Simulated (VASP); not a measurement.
Crystal: B.

```
B
1.0
     1.85186    0.00000    0.00000
     0.00000    2.93882    0.00000
     0.00000    0.00000    3.11126
B
2
Cartesian
  0.0000 0.0000 1.7106
  0.9259 1.4694 1.4006
```

The cell was generated, and may not be a known phase.

| Item | Value |
| --- | --- |
| Program | VASP 6.6.1 |
| Task | relaxation of cell and atoms |
| Functional | PBE |
| Potentials or basis | VASP PAW PBE potentials, release 64 (B_h) |
| Cutoff | 910 eV |
| k mesh | 10 × 6 × 6 |
| Occupations | gaussian, width 0.1 eV |
| Spin | no spin polarisation |

At the start: pressure -16.2 GPa; volume 8.47 Å³/atom.

Q: How do energy, volume and symmetry change on relaxing?

A: Over 21 steps the energy falls by 346.9 meV/atom and the volume is 8.67 Å³/atom (+2.4 %); space group Pmmn (No. 59, to 0.1 Å) before and after.

The path:
```csv
step,energy change (eV),largest force (eV/Å),pressure (GPa),volume (Å³)
1,0.0000,0.1553,-16.23,16.93
2,-0.1552,0.6776,24.52,14.84
3,-0.2341,0.3701,7.03,15.51
4,-0.2342,0.3628,5.98,15.55
5,-0.2607,0.3976,1.55,16.00
6,-0.2620,0.4437,0.94,16.07
7,-0.2966,0.5449,0.13,16.34
8,-0.4365,0.9232,-3.15,17.13
9,-0.6496,0.1331,-6.06,18.67
10,-0.6505,0.1378,-5.91,18.44
11,-0.6729,0.2406,1.47,17.93
12,-0.6831,0.1906,-1.32,18.12
13,-0.6902,0.0266,-2.14,17.94
14,-0.6904,0.0529,-2.06,17.97
15,-0.6911,0.0939,1.40,17.64
16,-0.6918,0.0323,-0.06,17.78
17,-0.6923,0.0412,-0.13,17.73
18,-0.6929,0.0670,-0.32,17.61
19,-0.6933,0.0558,-0.39,17.56
20,-0.6936,0.0260,-0.56,17.43
21,-0.6938,0.0065,0.33,17.34
```

Final structure:
```xyz
2
Lattice="1.6255 0.0000 0.0000 0.0000 2.8643 0.0000 0.0000 0.0000 3.7238" Properties=species:S:1:pos:R:3 pbc="T T T"
B     0.0000    0.0000    2.2829
B     0.8127    1.4322    1.4409
```

Caveat: a cell axis changed by over 15 % at a fixed basis, so the end point is rough; this functional lacks dispersion, which binds layers or chains, so the pressure and a relaxed spacing across them are unreliable.
